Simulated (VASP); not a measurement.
## Os: single point with PBEsol

Os:

```
CELL_PARAMETERS angstrom
2.73410 0.00000 0.00000
-1.36705 2.36780 0.00000
0.00000 0.00000 4.31970
ATOMIC_POSITIONS crystal
Os 0.65888 0.31974 0.75917
Os 0.32855 0.66495 0.24603
```

This cell differs from its parent crystal: atoms moved at random.

```
Program                : VASP 6.6.1
Task                   : single point
Functional             : PBEsol
Potentials or basis    : VASP PAW PBE potentials, release 64 (Os)
Cutoff                 : 520 eV
k mesh                 : 11 × 11 × 6
Occupations            : fermi-dirac, width 0.05 eV
Spin                   : no spin polarisation
Dipole correction      : no
Further INCAR settings : ALGO = Fast; EDIFF = 1e-06; NBANDS = 15
```

The pressure is -1.4 GPa, the largest force is 0.991 eV/Å and the band gap on the k mesh is zero (bands 8 and 9 overlap by 3.82 eV).

Forces on the atoms (eV/Å):
```
Os  -0.067  0.232 -0.961
Os   0.067 -0.232  0.961
```

Stress tensor (GPa, compression positive):
```
-2.48  0.18  0.08
 0.18 -1.23 -0.27
 0.08 -0.27 -0.45
```

Levels at points of the mesh, in eV from the Fermi level:
```tsv
k point	band 5	band 6	band 7	band 8	band 9	band 10	band 11	band 12
(0.00, 0.00, 0.00)	-2.80	-2.28	-2.22	-1.57	-1.38	0.05	1.61	1.87
(0.00, 0.00, 0.50)	-3.28	-3.25	-3.24	-3.20	0.74	0.85	1.05	1.12
```

Wall time 91 s on 1 thread of Intel(R) Xeon(R) Platinum 8259CL CPU @ 2.50GHz (Skylake/Cascade Lake), with other jobs on the host, peak memory 0.24 GiB.

Caveat: the cell differs from its parent crystal (atoms moved at random); the PAW data sets were made with another functional, which shifts forces and pressure a little; spin-orbit coupling is left out, which moves the levels of the heavy elements.
